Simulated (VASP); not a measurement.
**RuPt2: relaxation of cell and atoms with PBE**

The system is RuPt2.

```
Ru Pt
1.0
     4.49996    0.00000    0.00000
    -2.24998    3.89708    0.00000
     0.00000    0.00000    2.61784
Ru Pt
1 2
Direct
  0.00000 0.00000 0.00000
  0.33333 0.66667 0.50000
  0.66667 0.33333 0.50000
```

```yaml
Program: VASP 6.6.1
Task: relaxation of cell and atoms
Functional: PBE
Potentials_or_basis: VASP PAW PBE potentials, release 64 (Ru_pv, Pt)
Cutoff: 600 eV
k_mesh: 6 × 6 × 6
Occupations: gaussian, width 0.1 eV
Spin: no spin polarisation
Dipole_correction: no
Further_INCAR_settings: ALGO = Normal; EDIFF = 1e-07; IBRION = 2; EDIFFG = -0.04; NSW = 90; ISIF = 3
```

```yaml
Relaxed_volume: 15.37 Å³/atom
Relaxed_cell: a = 4.459 Å, b = 4.459 Å, c = 2.679 Å, α = 90.00°, β = 90.00°, γ = 120.00°
Space_group_after_relaxing_to_0.05_Å: P6/mmm (No. 191)
Energy_gained_by_relaxing: 15.2 meV/atom
Ionic_steps: 6
Pressure_after_relaxing: 0.0 GPa
Band_gap_on_the_k_mesh: zero (band 17 reaches 11.75 eV, above the bottom of band 18 at 10.65 eV)
```

The path:
```
step  energy change (eV)  largest force (eV/Å)  pressure (GPa)  volume (Å³)
   1              0.0000                0.0000            1.60        45.91
   2              0.0123                0.0000           -3.39        46.86
   3             -0.0446                0.0000           -1.29        46.35
   4             -0.0446                0.0000           -1.24        46.35
   5             -0.0416                0.0000            2.60        45.67
   6             -0.0456                0.0000            0.00        46.12
```

Final structure:
```
Ru Pt
1.0
     4.45882    0.00000    0.00000
    -2.22941    3.86145    0.00000
     0.00000    0.00000    2.67859
Ru Pt
1 2
Cartesian
  0.0000 0.0000 0.0000
  0.0000 2.5743 1.3393
  2.2294 1.2871 1.3393
```

Levels at points of the mesh, in eV from the Fermi level:
| k point | band 13 | band 14 | band 15 | band 16 | band 17 | band 18 | band 19 | band 20 | band 21 |
| --- | --- | --- | --- | --- | --- | --- | --- | --- | --- |
| (0.00, 0.00, 0.00) | -2.47 | -2.27 | -2.27 | -1.51 | -1.51 | 0.72 | 0.72 | 6.02 | 7.37 |
| (0.50, 0.00, 0.00) | -2.04 | -1.45 | -0.52 | -0.40 | -0.24 | 0.14 | 0.17 | 0.44 | 0.62 |
| (0.00, 0.00, 0.50) | -3.15 | 0.16 | 0.16 | 0.21 | 0.21 | 1.01 | 2.78 | 3.08 | 7.81 |
| (0.50, 0.00, 0.50) | -1.79 | -1.73 | -1.13 | 0.05 | 0.70 | 1.00 | 1.99 | 2.86 | 5.59 |

It took 2.1 min on 1 thread of AMD EPYC 9R45 (Zen 5), on a shared host, peak memory 0.17 GiB.

Caveat: the k points lie up to 0.39 Å⁻¹ apart in the final cell; spin-orbit coupling is left out, which moves the levels of the heavy elements.
